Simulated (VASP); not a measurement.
Cd:

```
CELL_PARAMETERS angstrom
2.95847 0.00000 0.00000
-1.47924 2.56211 0.00000
0.00000 0.00000 5.88593
ATOMIC_POSITIONS crystal
Cd 0.33333 0.66667 0.25000
Cd 0.66667 0.33333 0.75000
```

| Property | Result |
| --- | --- |
| Program | VASP 6.6.1 |
| Task | relaxation of cell and atoms |
| Functional | PBE |
| Potentials or basis | VASP PAW PBE potentials, release 64 (Cd) |
| Cutoff | 600 eV |
| k mesh | 18 × 18 × 8 |
| Occupations | gaussian, width 0.1 eV |
| Spin | no spin polarisation |

At the start: pressure 2.1 GPa; volume 22.31 Å³/atom.

How do energy, volume and symmetry change on relaxing?

Over 17 steps the energy falls by 7.6 meV/atom and the volume is 23.00 Å³/atom (+3.1 %); space group P6_3/mmc (No. 194, to 0.05 Å).

The path:
| step | energy change (eV) | largest force (eV/Å) | pressure (GPa) | volume (Å³) |
| --- | --- | --- | --- | --- |
| 1 | 0.0000 | 0.0000 | 2.13 | 44.62 |
| 2 | -0.0142 | 0.0000 | -0.31 | 46.55 |
| 3 | -0.0144 | 0.0000 | -0.20 | 46.36 |
| 4 | -0.0144 | 0.0000 | -0.09 | 46.31 |
| 5 | -0.0147 | 0.0000 | -0.08 | 46.21 |
| 6 | -0.0152 | 0.0000 | 0.13 | 45.92 |
| 7 | -0.0153 | 0.0000 | -0.03 | 46.07 |
| 8 | -0.0153 | 0.0000 | -0.05 | 46.07 |
| 9 | -0.0153 | 0.0000 | 0.00 | 46.04 |
| 10 | -0.0153 | 0.0000 | -0.04 | 46.05 |
| 11 | -0.0153 | 0.0000 | -0.03 | 46.05 |
| 12 | -0.0153 | 0.0000 | -0.02 | 46.04 |
| 13 | -0.0153 | 0.0000 | -0.04 | 46.01 |
| 14 | -0.0153 | 0.0000 | 0.10 | 45.90 |
| 15 | -0.0153 | 0.0000 | 0.04 | 45.97 |
| 16 | -0.0153 | 0.0000 | 0.03 | 45.98 |
| 17 | -0.0153 | 0.0000 | 0.01 | 46.00 |

Final structure:
```yaml
crystal:
  lattice:
    - [3.02011, 0.00000, 0.00000]
    - [-1.51005, 2.61549, 0.00000]
    - [0.00000, 0.00000, 5.82328]
  atoms:
    - { symbol: Cd, position: [0.33333, 0.66667, 0.25000] }
    - { symbol: Cd, position: [0.66667, 0.33333, 0.75000] }
```
